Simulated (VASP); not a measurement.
**GaN: relaxation of cell and atoms with PBE**

The system is GaN.

```
CELL_PARAMETERS angstrom
0.00000 2.25350 2.25350
2.25350 0.00000 2.25350
2.25350 2.25350 0.00000
ATOMIC_POSITIONS crystal
Ga 0.00000 0.00000 0.00000
N 0.75000 0.75000 0.75000
```

```yaml
Program: VASP 6.6.1
Task: relaxation of cell and atoms
Functional: PBE
Potentials_or_basis: VASP PAW PBE potentials, release 64 (Ga_d, N)
Cutoff: 600 eV
k_mesh: 6 × 6 × 6
Occupations: gaussian, width 0.1 eV
Spin: no spin polarisation
Dipole_correction: no
Further_INCAR_settings: ALGO = Normal; EDIFF = 1e-06; IBRION = 2; EDIFFG = -0.04; NSW = 90; ISIF = 3
```

| Property | Result |
| --- | --- |
| Relaxed volume | 11.76 Å³/atom |
| Relaxed cell | a = 3.216 Å, b = 3.216 Å, c = 3.216 Å, α = 60.00°, β = 60.00°, γ = 60.00° |
| Space group after relaxing (to 0.05 Å) | F-43m (No. 216) |
| Energy gained by relaxing | 4.6 meV/atom |
| Ionic steps | 3 |
| Pressure after relaxing | -0.1 GPa |
| Band gap on the k mesh | 1.55 eV, direct |

The path:
```tsv
step	energy change (eV)	largest force (eV/Å)	pressure (GPa)	volume (Å³)
1	0.0000	0.0000	4.88	22.89
2	-0.0028	0.0000	-3.72	24.06
3	-0.0093	0.0000	-0.08	23.51
```

Final structure:
```
Ga N
1.0
     0.00000    2.27388    2.27388
     2.27388    0.00000    2.27388
     2.27388    2.27388    0.00000
Ga N
1 1
Direct
  0.00000 0.00000 0.00000
  0.75000 0.75000 0.75000
```

Levels at points of the mesh, in eV from the valence-band top:
| k point | band 6 | band 7 | band 8 | band 9 | band 10 | band 11 | band 12 | band 13 |
| --- | --- | --- | --- | --- | --- | --- | --- | --- |
| (0.00, 0.00, 0.00) | -13.13 | 0.00 | 0.00 | 0.00 | 1.55 | 10.13 | 10.13 | 10.13 |
| (0.50, 0.00, 0.00) | -11.89 | -6.87 | -0.94 | -0.94 | 4.45 | 8.59 | 10.22 | 10.22 |
| (0.50, 0.50, 0.00) | -11.46 | -6.02 | -2.61 | -2.61 | 3.34 | 6.50 | 11.52 | 13.67 |

It took 37 s on 1 thread of AMD EPYC 7R13 (shared host), peak memory 0.14 GiB.

PBE gaps usually lie below the measured ones, often by a third to a half.
